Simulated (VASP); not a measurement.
# MgO (P6_3mc) in VASP: a series of runs, part 2 of 3

VASP 6.6.1. Earlier steps stand in the parts before.

## (4) Single point, LDA

Contents of INCAR:

```
ALGO = Normal ; EDIFF = 1E-6
ENCUT = 520 ; ISIF = 2
ISMEAR = 0 ; LASPH = True
LCHARG = True ; LELF = True
LREAL = False ; LVHAR = True
LWAVE = False ; NBANDS = 16
NELM = 60 ; PREC = Accurate
SIGMA = 0.01
```

Contents of KPOINTS:

```
k-points
0
Gamma
  6 6 4
```

Contents of POSCAR:

```
MgO
1.0
    3.2882171868      0.0000000001      0.0000000000
   -1.6441085934      2.8476796169      0.0000000000
    0.0000000000      0.0000000000      5.0343664111
Mg O
2 2
Direct
    0.3333333333      0.6666666667     -0.0098385153
    0.6666666667      0.3333333333      0.4901614847
    0.3333333333      0.6666666667      0.3848385153
    0.6666666667      0.3333333333      0.8848385153
```

Potentials or basis: VASP PAW LDA potentials, release 64 (Mg, O).

Run with:

```
> cat potpaw_LDA.64/Mg/POTCAR potpaw_LDA.64/O/POTCAR > POTCAR
> mpirun -np 1 vasp_std > vasp.out
```

OUTCAR:

```text
EDIFF = 1E-6
   ENCUT = 520
   ISIF = 2
   ISMEAR = 0
   LASPH = True
   LREAL = False
   NELM = 60
   PREC = Accurate

 ion  position               nearest neighbor table
   1  0.333  0.667  0.990-   4 1.97   4 1.97   4 1.97   3 1.99   2 3.15   2 3.15   2 3.15   2 3.15
                             2 3.15   2 3.15
   2  0.667  0.333  0.490-   3 1.97   3 1.97   3 1.97   4 1.99   1 3.15   1 3.15   1 3.15   1 3.15
                             1 3.15   1 3.15
   3  0.333  0.667  0.385-   2 1.97   2 1.97   2 1.97   1 1.99
   4  0.667  0.333  0.885-   1 1.97   1 1.97   1 1.97   2 1.99

  LATTYP: Found a hexagonal cell.
 ALAT       =     3.2882171868
 C/A-ratio  =     1.5310322053

  Lattice vectors:

 A1 = (   3.2882171868,   0.0000000001,   0.0000000000)
 A2 = (  -1.6441085934,   2.8476796169,   0.0000000000)
 A3 = (   0.0000000000,   0.0000000000,   5.0343664111)

Analysis of symmetry for initial positions (statically):
=====================================================================
 Subroutine PRICEL returns:
 Original cell was already a primitive cell.

 Routine SETGRP: Setting up the symmetry group for a
 hexagonal supercell.

 Subroutine GETGRP returns: Found 12 space group operations
 (whereof  6 operations were pure point group operations)
 out of a pool of 24 trial point group operations.

The static configuration has the point symmetry C_3v.
 The point group associated with its full space group is C_6v.

Analysis of symmetry for dynamics (positions and initial velocities):
=====================================================================
 Subroutine PRICEL returns:
 Original cell was already a primitive cell.

 Routine SETGRP: Setting up the symmetry group for a
 hexagonal supercell.

 Subroutine GETGRP returns: Found 12 space group operations
 (whereof  6 operations were pure point group operations)
 out of a pool of 24 trial point group operations.

The dynamic configuration has the point symmetry C_3v.
 The point group associated with its full space group is C_6v.

 Subroutine INISYM returns: Found 12 space group operations
 (whereof  6 operations are pure point group operations),
 and found     1 'primitive' translations

----------------------------------------------------------------------------------------

                                     Primitive cell

  volume of cell :      47.1407

  direct lattice vectors                    reciprocal lattice vectors
     3.288217187  0.000000000  0.000000000     0.304116165  0.175581550  0.000000000
    -1.644108593  2.847679617  0.000000000    -0.000000000  0.351163099  0.000000000
     0.000000000  0.000000000  5.034366411     0.000000000  0.000000000  0.198634727

  length of vectors
     3.288217187  3.288217187  5.034366411     0.351163099  0.351163099  0.198634727

  position of ions in fractional coordinates (direct lattice)
     0.333333333  0.666666667  0.990161485
     0.666666667  0.333333333  0.490161485
     0.333333333  0.666666667  0.384838515
     0.666666667  0.333333333  0.884838515

  ion indices of the primitive-cell ions
   primitive index   ion index
                 1           1
                 2           2
[... 26 lines left out ...]

 Found     21 irreducible k-points:

 Following reciprocal coordinates:
            Coordinates               Weight
  0.000000  0.000000  0.000000      1.000000
  0.166667  0.000000  0.000000      6.000000
  0.333333  0.000000  0.000000      6.000000
  0.500000  0.000000  0.000000      3.000000
  0.166667  0.166667  0.000000      6.000000
  0.333333  0.166667  0.000000     12.000000
[... 13 lines left out ...]
  0.333333  0.166667  0.500000     12.000000
  0.333333  0.333333  0.500000      2.000000
   k-points           NKPTS =     21   k-points in BZ     NKDIM =     21   number of bands    NBANDS=     16
   number of dos      NEDOS =    301   number of ions     NIONS =      4
   total plane-waves  NPLWV =  23040
   dimension x,y,z NGX =    24 NGY =   24 NGZ =   40
   dimension x,y,z NGXF=    48 NGYF=   48 NGZF=   80
   ions per type =               2   2
   NGX,Y,Z   is equivalent  to a cutoff of  12.13, 12.13, 13.21 a.u.
   NGXF,Y,Z  is equivalent  to a cutoff of  24.27, 24.27, 26.42 a.u.
 SYSTEM =  unknown system
   PREC   = accura    normal or accurate (medium, high low for compatibility)
   ISTART =      0    job   : 0-new  1-cont  2-samecut
   ICHARG =      2    charge: 1-file 2-atom 10-const
   ISPIN  =      1    spin polarized calculation?
   LNONCOLLINEAR =      F non collinear calculations
   LSORBIT =      F    spin-orbit coupling
   LASPH  =      T    aspherical Exc in radial PAW
   ENCUT  =  520.0 eV  38.22 Ry    6.18 a.u.   6.11  6.11  9.36*2*pi/ulx,y,z
   NELM   =     60;   NELMIN=  2; NELMDL= -5     # of ELM steps
   EDIFF  = 0.1E-05   stopping-criterion for ELM
   LREAL  =      F    real-space projection
   EDIFFG = 0.1E-04   stopping-criterion for IOM
   NSW    =      0    number of steps for IOM
   IBRION =     -1    ionic relax: 0-MD 1-quasi-New 2-CG
   NFREE  =      0    steps in history (QN), initial steepest desc. (CG)
   ISIF   =      2    stress and relaxation
   ISYM   =      2    0-nonsym 1-usesym 2-fastsym
   POTIM  = 0.5000    time-step for ionic-motion
   TEBEG  =    0.0;   TEEND  =   0.0 temperature during run
   PSTRESS=    0.0 pullay stress
   NELECT =      16.0000    total number of electrons
   NUPDOWN=      -1.0000    fix difference up-down
   EMIN   =  10.00;   EMAX   =-10.00  energy-range for DOS
   EFERMI =   0.00;   METHOD = LEGACY
   ISMEAR =     0;   SIGMA  =   0.01  broadening in eV -4-tet -1-fermi 0-gaus
   EFERMI_NEDOS =   21; number of points for ismear=-14 and -15
   IALGO  =     38    algorithm
   IMIX   =      4    mixing-type and parameters
     AMIX     =   0.40;   BMIX     =  1.00
     AMIX_MAG =   1.60;   BMIX_MAG =  1.00
  volume/ion in A,a.u.               =      11.79        79.53
  Fermi-wavevector in a.u.,A,eV,Ry     =   1.141956  2.157984 17.742859  1.304063
  Thomas-Fermi vector in A             =   2.278655
   LORBIT       =      0    0 simple, 1 ext, 2 COOP (PROOUT), +10 PAW based schemes
   GGA     = CA    functional components
   LHFCALC =     F    Hartree Fock is set to
   AEXX    =    0.0000 exact exchange contribution
   IVDW    =     0    specifies the selected vdW correction
   LEPSILON=     F    determine dielectric tensor
   LRPA    =     F    only Hartree local field effects (RPA)
 non-spin polarized calculation
 Gauss-broadening in eV      SIGMA  =   0.01
  energy-cutoff  :      520.00
  volume of cell :       47.14
 maximum number of plane-waves:      1284
   NGX = 13   NGY = 13   NGZ = 19

 number of electron      16.0000010 magnetization

 Free energy of the ion-electron system (eV)
  ---------------------------------------------------
  ext. energy  EPLUGINS =         0.00000000
  ---------------------------------------------------
  free energy    TOTEN  =       -26.23430790 eV

  energy without entropy =      -26.23430790  energy(sigma->0) =      -26.23430790

 E-fermi :   0.8555     XC(G=0): -10.2761

 val. band max:        0.7633499347   @ k =   0.0000   0.0000   0.0000
 cond. band min:       4.1979568359   @ k =   0.0000   0.0000   0.0000
 fundamental gap:      3.4346069013
 Fermi energy:         0.8554715375

 k-point     1 :       0.0000    0.0000    0.0000
  band No.  band energies     occupation
      1     -15.1569      2.00000
      2     -14.3230      2.00000
      3      -2.5539      2.00000
      4       0.0768      2.00000
      5       0.0768      2.00000
      6       0.3957      2.00000
[... 376 lines left out ...]
      3      -1.8493      2.00000
      4      -1.8493      2.00000
      5      -1.3481      2.00000
      6      -1.3481      2.00000
[... 8 lines left out ...]
     15      16.4681      0.00000
     16      16.4681      0.00000

------------------------ aborting loop because EDIFF is reached ----------------------------------------

  FORCE on cell =-STRESS in cart. coord.  units (eV):
  Direction    XX          YY          ZZ          XY          YZ          ZX
  --------------------------------------------------------------------------------------
  -------------------------------------------------------------------------------------
  Total       -1.4529793     -1.4529793     -1.3455939     -0.0000000     -0.0000000      0.0000000
  in kB      -49.3825553    -49.3825553    -45.7328367     -0.0000000     -0.0000000      0.0000000
  external PRESSURE =     -48.1659825 kB  Pullay stress =       0.0000000 kB

 VOLUME and BASIS-vectors are now :
 -----------------------------------------------------------------------------
  energy-cutoff  :      520.00
  volume of cell :       47.14
      direct lattice vectors                 reciprocal lattice vectors
     3.288217187  0.000000000  0.000000000     0.304116165  0.175581550  0.000000000
    -1.644108593  2.847679617  0.000000000    -0.000000000  0.351163099  0.000000000
     0.000000000  0.000000000  5.034366411     0.000000000  0.000000000  0.198634727

 POSITION                                       TOTAL-FORCE (eV/Angst)
 -----------------------------------------------------------------------------------
     -0.00000      1.89845      4.98484        -0.000000      0.000000      0.019568
      1.64411      0.94923      2.46765         0.000000      0.000000      0.019568
     -0.00000      1.89845      1.93742         0.000000     -0.000000     -0.019568
      1.64411      0.94923      4.45460        -0.000000     -0.000000     -0.019568
 -----------------------------------------------------------------------------------
    total drift:                               -0.000000     -0.000000      0.001908

  FREE ENERGIE OF THE ION-ELECTRON SYSTEM (eV)
  ---------------------------------------------------
  free  energy   TOTEN  =       -26.2343079012 eV

  energy  without entropy=      -26.2343079012  energy(sigma->0) =      -26.23430790
```

OSZICAR:

```text
N       E                     dE             d eps       ncg     rms          rms(c)
DAV:   1     0.582880288174E+02    0.58288E+02   -0.73780E+03   672   0.878E+02
DAV:   2    -0.265580212439E+02   -0.84846E+02   -0.78333E+02   912   0.199E+02
DAV:   3    -0.305150030038E+02   -0.39570E+01   -0.39501E+01   760   0.441E+01
DAV:   4    -0.305307585965E+02   -0.15756E-01   -0.15755E-01   824   0.330E+00
DAV:   5    -0.305308327901E+02   -0.74194E-04   -0.74194E-04   784   0.210E-01    0.114E+01
DAV:   6    -0.264260335738E+02    0.41048E+01   -0.11947E+01   672   0.258E+01    0.393E+00
DAV:   7    -0.263016360966E+02    0.12440E+00   -0.22374E-01   672   0.364E+00    0.213E+00
DAV:   8    -0.262368757171E+02    0.64760E-01   -0.12022E-01   728   0.338E+00    0.504E-01
DAV:   9    -0.262344079979E+02    0.24677E-02   -0.31749E-03   800   0.480E-01    0.193E-01
DAV:  10    -0.262343105540E+02    0.97444E-04   -0.56872E-04   720   0.199E-01    0.130E-02
DAV:  11    -0.262343084283E+02    0.21257E-05   -0.15459E-05   800   0.280E-02    0.106E-02
DAV:  12    -0.262343079012E+02    0.52709E-06   -0.16021E-06   640   0.108E-02
   1 F= -.26234308E+02 E0= -.26234308E+02  d E =-.545934E-41
```

stdout:

```text
POSCAR found type information on POSCAR MgO
 POSCAR found :  2 types and       4 ions
 scaLAPACK will be used
 LDA part: xc-table for (Slater(with rela. corr.)+CA(PZ))
 , standard interpolation
 POSCAR, INCAR and KPOINTS ok, starting setup
 FFT: planning ... GRIDC
 FFT: planning ... GRID_SOFT
 FFT: planning ... GRID
 WAVECAR not read
 entering main loop
```

Wall time 5.7 s (1 thread of Intel Xeon 6975P-C (Granite Rapids), shared host); peak memory 0.14 GiB.

What came out:

```yaml
Free_energy: -26.2343 eV
Pressure: -4.8 GPa
Largest_force: 0.020 eV/Å
Band_gap_on_the_k_mesh: 3.43 eV, direct
```

Forces on the atoms (eV/Å):
```
Mg   0.000  0.000  0.020
Mg   0.000  0.000  0.020
O    0.000  0.000 -0.020
O    0.000  0.000 -0.020
```

Levels at points of the mesh, in eV from the valence-band top:
```csv
k point,band 6,band 7,band 8,band 9,band 10,band 11
"(0.00, 0.00, 0.00)",-0.37,-0.37,0.00,3.43,8.37,10.13
"(0.50, 0.00, 0.00)",-1.23,-0.81,-0.47,7.69,7.89,9.11
"(0.00, 0.00, 0.50)",-0.53,-0.53,-0.53,5.91,5.91,12.94
"(0.50, 0.00, 0.50)",-0.87,-0.71,-0.71,7.24,7.24,10.67
```

(Part 2 of 3 ends here.)
